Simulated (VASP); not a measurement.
# TaN: single point with PBE

TaN:

```
CELL_PARAMETERS angstrom
0.00000 2.19343 2.19343
2.19343 0.00000 2.19343
2.19343 2.19343 0.00000
ATOMIC_POSITIONS crystal
Ta 0.50000 0.50000 0.50000
N 0.00000 0.00000 0.00000
```

- Program: VASP 6.6.1
- Task: single point
- Functional: PBE
- Potentials or basis: VASP PAW PBE potentials, release 64 (Ta_pv, N)
- Cutoff: 520 eV
- k mesh: 11 × 11 × 11
- Occupations: gaussian, width 0.1 eV
- Spin: no spin polarisation

* Pressure: 8.0 GPa
* Band gap on the k mesh: zero (band 8 reaches 11.33 eV, above the bottom of band 9 at 7.50 eV)

Levels at points of the mesh, in eV from the Fermi level:
```csv
k point,band 6,band 7,band 8,band 9,band 10,band 11
"(0.00, 0.00, 0.00)",-3.89,-3.89,-2.17,-2.17,-2.17,0.02
```

Run time: 14 s on 1 thread of AMD EPYC 7R13 Processor (Zen 3), with other jobs on the host, peak memory 0.12 GiB.

Caveat: spin-orbit coupling is left out, which moves the levels of the heavy elements.
